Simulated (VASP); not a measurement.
Set up this calculation in VASP 6.6.1, as the native input.

```
Task                   : single point
Functional             : r2SCAN
Potentials or basis    : VASP PAW PBE potentials, release 64 (Cd, Te)
Cutoff                 : 520 eV
k mesh                 : 13 × 13 × 13
Occupations            : fermi-dirac, width 0.05 eV
Spin                   : no spin polarisation
Dipole correction      : no
Further INCAR settings : ALGO = Normal; EDIFF = 1e-06; NBANDS = 16
```

Crystal: CdTe (rocksalt type).

```xyz
2
Lattice="0.0000 3.0409 3.0409 3.0409 0.0000 3.0409 3.0409 3.0409 0.0000" Properties=species:S:1:pos:R:3 pbc="T T T"
Cd    0.0000    0.0000    0.0000
Te    3.0409    3.0409    3.0409
```

One way to write it, as run:

POSCAR

```
CdTe
1.0
    0.0000000000      3.0409009197      3.0409009197
    3.0409009197      0.0000000000      3.0409009197
    3.0409009197      3.0409009197      0.0000000000
Cd Te
1 1
Direct
    0.0000000000      0.0000000000      0.0000000000
    0.5000000000      0.5000000000      0.5000000000
```

INCAR.step1

```
SYSTEM = CdTe
PREC = Accurate
ENCUT = 520
ISMEAR = -1
SIGMA = 0.05
LREAL = .False.
LASPH = .True.
NELM = 100
NBANDS = 16
GGA = PE
ALGO = Normal
EDIFF = 1E-4
LWAVE = .True.
LCHARG = .False.
```

INCAR.step2

```
SYSTEM = CdTe
PREC = Accurate
ENCUT = 520
EDIFF = 1E-6
ISMEAR = -1
SIGMA = 0.05
LREAL = .False.
LASPH = .True.
NELM = 100
ALGO = Normal
ISIF = 2
LWAVE = .False.
LCHARG = .False.
METAGGA = R2SCAN
LMIXTAU = .True.
NBANDS = 16
ISTART = 1
```

KPOINTS

```
regular mesh
0
Gamma
  13 13 13
  0 0 0
```

Potentials or basis: VASP PAW PBE potentials, release 64 (Cd, Te).

Command:

```sh
$ cat potpaw_PBE.64/Cd/POTCAR potpaw_PBE.64/Te/POTCAR > POTCAR
$ cp INCAR.step1 INCAR
$ mpirun -np 1 vasp_std > vasp.out
$ cp INCAR.step2 INCAR
$ mpirun -np 1 vasp_std > vasp.out
```

It gave:

The pressure is 0.2 GPa and the band gap on the k mesh is zero (band 9 reaches 3.92 eV, above the bottom of band 10 at 2.96 eV).

Caveat: the PAW data sets were made with another functional, which shifts forces and pressure a little; spin-orbit coupling is left out, which moves the levels of the heavy elements.

Wall time 2.7 min on 1 thread of AMD EPYC 9R45 96-Core Processor (Zen 5), with other jobs on the host, peak memory 0.21 GiB.
